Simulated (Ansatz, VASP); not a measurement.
## Zn3SnO: VASP beside Ansatz

```
CELL_PARAMETERS angstrom
5.08485 0.00000 0.00000
0.00000 5.08485 0.00000
0.00000 0.00000 5.08485
ATOMIC_POSITIONS crystal
Zn 0.00000 0.50000 0.50000
Zn 0.50000 0.00000 0.50000
Zn 0.50000 0.50000 0.00000
Sn 0.50000 0.50000 0.50000
O 0.00000 0.00000 0.00000
```

Change from the starting cell: species swapped into the Mn3GaC type (Pm-3m, No. 221).

Alike in both runs: functional PBE; k mesh 8 × 8 × 8; occupations gaussian, width 0.1 eV; no spin polarisation.

Ansatz relaxed the structure, and its values are those at the end. VASP's run is a single point on that final structure, the one shown.

```csv
,VASP,Ansatz
version,VASP 6.6.1,Ansatz 0.2.0
potentials or method,"VASP PAW PBE potentials, release 64 (Zn, Sn_d, O), cutoff 520 eV","scalar-relativistic, plane waves, PAW"
valence electrons in the cell,56,56
```

|  | VASP | Ansatz | Ansatz less VASP |
| --- | --- | --- | --- |
| gap on the k mesh at the Fermi level (eV) | none | none | - |
| pressure (GPa) | 0.0 | 0.0 | -0.04 |

A gap of «none» marks a metal or a gap that the smearing closes.
